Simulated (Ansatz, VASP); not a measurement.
# HfO2: VASP beside Ansatz

File INCAR:

```
PREC = Accurate ; ENCUT = 520
EDIFF = 1E-8 ; ISMEAR = -1
SIGMA = 0.01 ; LREAL = False
LASPH = True ; NELM = 100
ALGO = Normal ; ISIF = 2
LWAVE = False ; LCHARG = False
GGA = PE ; LEFG = True
NBANDS = 18
```

The input KPOINTS:

```
regular mesh
0
Gamma
  9 9 9
```

The input POSCAR:

```
HfO2
1.0
   -0.0511500000      2.5319250000      2.5319250000
    2.5319250000     -0.0511500000      2.5319250000
    2.5319250000      2.5319250000     -0.0511500000
Hf O
1 2
Direct
    0.0000000000      0.0000000000      0.0000000000
    0.2500000000      0.2500000000      0.2500000000
    0.7500000000      0.7500000000      0.7500000000
```

Input for Ansatz:

```yaml
crystal:
  lattice:
    - [-0.05115, 2.531925, 2.531925]
    - [2.531925, -0.05115, 2.531925]
    - [2.531925, 2.531925, -0.05115]
  atoms:
    - { symbol: Hf, position: [0.0, 0.0, 0.0] }
    - { symbol: O, position: [0.25, 0.25, 0.25] }
    - { symbol: O, position: [0.75, 0.75, 0.75] }
kpoints:
  mp_grid: { grid: [9, 9, 9] }
scf:
  occupations: { method: fermi_dirac, width: 0.01 }
hamiltonian:
  xc: pbe
  pseudopotentials: { kind: paw }
output:
  forces: true
  stress: true
  eigenvalues: true
  efg: { contact_densities: true }
  write_density: true
  write_potential: true
  elf: true
  volumetric_format: npy
```

Change from the starting cell: equal xy, yz and zx shear strains of -2 %, PAW files.

Alike in both runs: task electric field gradients; functional PBE; k mesh 9 × 9 × 9; occupations fermi-dirac, width 0.01 eV; no spin polarisation.

|  | VASP | Ansatz |
| --- | --- | --- |
| version | VASP 6.6.1 | Ansatz 0.2.0 |
| potentials or method | VASP PAW PBE potentials, release 64 (Hf_pv, O) | PAW with Ansatz's default frozen-core files, scalar-relativistic |
| plane-wave cutoff (eV) | 520 | 420 |
| valence electrons in the cell | 22 | 38 |

```csv
,VASP,Ansatz,Ansatz less VASP
gap on the k mesh at the Fermi level (eV),3.84,3.83,-0.008
pressure (GPa),-5.7,-2.1,+3.54
"traceless stress, the component that is largest in VASP (GPa)",1.75,1.84,+0.092
rms of the force components (eV/Å),0.106,0.116,+0.0102
size of Vzz on the site where it differs most (V/Å²),75.0,89.3,+14.30
```

Atom by atom the forces differ by 0.010 eV/Å (rms over components). With one functional, cell and mesh, what is left measures potentials, basis and numerics. VASP's potentials hold 22 valence electrons a cell and Ansatz's 38, so a difference there can come from the potentials and not from the codes.

Spin-orbit coupling is off throughout.
